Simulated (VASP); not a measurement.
## Hf: single point with PBE

The system is Hf.

```
Hf
1.0
     3.18792    0.00000    0.00000
    -1.59396    2.76082    0.00000
     0.00000    0.00000   10.26773
Hf
4
Direct
  0.00000 0.00000 0.00000
  0.00000 0.00000 0.50000
  0.33333 0.66667 0.75000
  0.66667 0.33333 0.25000
```

```yaml
Program: VASP 6.6.1
Task: single point
Functional: PBE
Potentials_or_basis: VASP PAW PBE potentials, release 64 (Hf_pv)
Cutoff: 520 eV
k_mesh: 6 × 6 × 2
Occupations: gaussian, width 0.1 eV
Spin: no spin polarisation
Dipole_correction: no
Further_INCAR_settings: ALGO = Normal; EDIFF = 1e-06; NBANDS = 28
```

```yaml
Pressure: -0.5 GPa
Band_gap_on_the_k_mesh: zero (band 20 reaches 5.82 eV, above the bottom of band 21 at 4.53 eV)
```

Stress tensor (GPa, compression positive):
```
-0.41  0.00  0.00
 0.00 -0.41  0.00
 0.00  0.00 -0.57
```

Levels at points of the mesh, in eV from the Fermi level:
| k point | band 18 | band 19 | band 20 | band 21 | band 22 | band 23 |
| --- | --- | --- | --- | --- | --- | --- |
| (0.00, 0.00, 0.00) | 0.18 | 0.59 | 1.09 | 1.09 | 1.20 | 1.20 |
| (0.50, 0.00, 0.00) | -1.52 | -1.19 | -0.12 | 0.06 | 1.03 | 1.26 |
| (0.00, 0.00, 0.50) | 0.10 | 0.96 | 0.96 | 1.27 | 1.27 | 1.27 |
| (0.50, 0.00, 0.50) | -1.82 | -0.25 | -0.25 | 0.83 | 0.83 | 1.50 |

Wall time 54 s on 1 thread of AMD EPYC 7R43 64-Core Processor (Zen 3), on a shared host, peak memory 0.17 GiB.

Caveat: the k points lie up to 0.38 Å⁻¹ apart; spin-orbit coupling is left out, which moves the levels of the heavy elements.
